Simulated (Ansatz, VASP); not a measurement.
## Ru: VASP beside Ansatz

INCAR

```
ALGO = Fast ; EDIFF = 1E-7
ENCUT = 520 ; GGA = CA
ISIF = 2 ; ISMEAR = 0
LASPH = True ; LCHARG = False
LREAL = False ; LWAVE = False
NBANDS = 21 ; NELM = 80
PREC = Accurate ; SIGMA = 0.15
```

KPOINTS

```
k-points
0
Gamma
  21 21 12
```

The input POSCAR:

```
Ru
1.0
    2.6652123442      0.0000000000      0.0000000000
   -1.3326061721      2.3081415966      0.0000000000
    0.0000000000      0.0000000000      4.1534430000
Ru
2
Direct
    0.3333333333      0.6666666667      0.2500000000
    0.6666666667      0.3333333333      0.7500000000
```

Input for Ansatz:

```yaml
crystal:
  lattice:
    - [2.6652123442, 0.0, 0.0]
    - [-1.3326061721, 2.3081415966, 0.0]
    - [0.0, 0.0, 4.153443]
  atoms:
    - { symbol: Ru, position: [0.3333333333, 0.6666666667, 0.25] }
    - { symbol: Ru, position: [0.6666666667, 0.3333333333, 0.75] }
basis:
  ecutwfc: 420
kpoints:
  mp_grid: { grid: [21, 21, 12] }
hamiltonian:
  xc: lda
scf:
  occupations: { method: gaussian, width: 0.15 }
output:
  forces: true
  stress: true
  eigenvalues: true
```

Change from the starting cell: strain -0.015 along x and y, -0.030 along z, atoms carried along.

Alike in both runs: task single point; functional LDA; k mesh 21 × 21 × 12; occupations gaussian, width 0.15 eV; no spin polarisation.

|  | VASP | Ansatz |
| --- | --- | --- |
| version | VASP 6.6.1 | Ansatz 0.2.0 |
| potentials or method | VASP PAW LDA potentials, release 64 (Ru_pv), cutoff 520 eV | scalar-relativistic, plane waves, PAW |
| valence electrons in the cell | 28 | 32 |

```csv
,VASP,Ansatz,Ansatz less VASP
gap on the k mesh at the Fermi level (eV),none,none,-
pressure (GPa),10.9,9.7,-1.16
"traceless stress, the component that is largest in VASP (GPa)",5.09,4.98,-0.106
```

LDA's correlation is that of Perdew and Zunger in VASP and of Perdew and Wang (1992) in Ansatz. A gap of «none» marks a metal or a gap that the smearing closes. VASP's potentials hold 28 valence electrons a cell and Ansatz's 32, so a difference there can come from the potentials and not from the codes.
